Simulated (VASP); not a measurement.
Here is a VASP 6.6.1 calculation.

INCAR

```
PREC = Accurate
ENCUT = 520
EDIFF = 1E-6
ISMEAR = 0
SIGMA = 0.1
LREAL = F
LASPH = T
NELM = 60
ALGO = Fast
ISIF = 2
LWAVE = F
LCHARG = F
GGA = PE
NBANDS = 30
```

File KPOINTS:

```
regular mesh
0
Gamma
  12 12 8
```

POSCAR

```
Cu3As2
1.0
    4.1258295936      0.0000000000      0.0000000000
   -2.0629147968      3.5730732397      0.0000000000
    0.0000000000      0.0000000000      5.3863796026
Cu As
3 2
Direct
    0.0000000000      0.0000000000      0.0000000000
    0.3333333333      0.6666666667      0.8046612633
    0.6666666667      0.3333333333      0.1953387367
    0.3333333333      0.6666666667      0.2978928871
    0.6666666667      0.3333333333      0.7021071129
```

Potentials or basis: VASP PAW PBE potentials, release 64 (Cu, As).

Command:

```bash
$ cat potpaw_PBE.64/Cu/POTCAR potpaw_PBE.64/As/POTCAR > POTCAR
$ mpirun -np 1 vasp_std > vasp.out
```

Task: Predict the largest force.

Result: 0.020 eV/Å.

Task: Estimate the pressure.

Result: 0.5 GPa.

Stress tensor (GPa, compression positive):
```
0.59 0.00 0.00
0.00 0.59 0.00
0.00 0.00 0.34
```
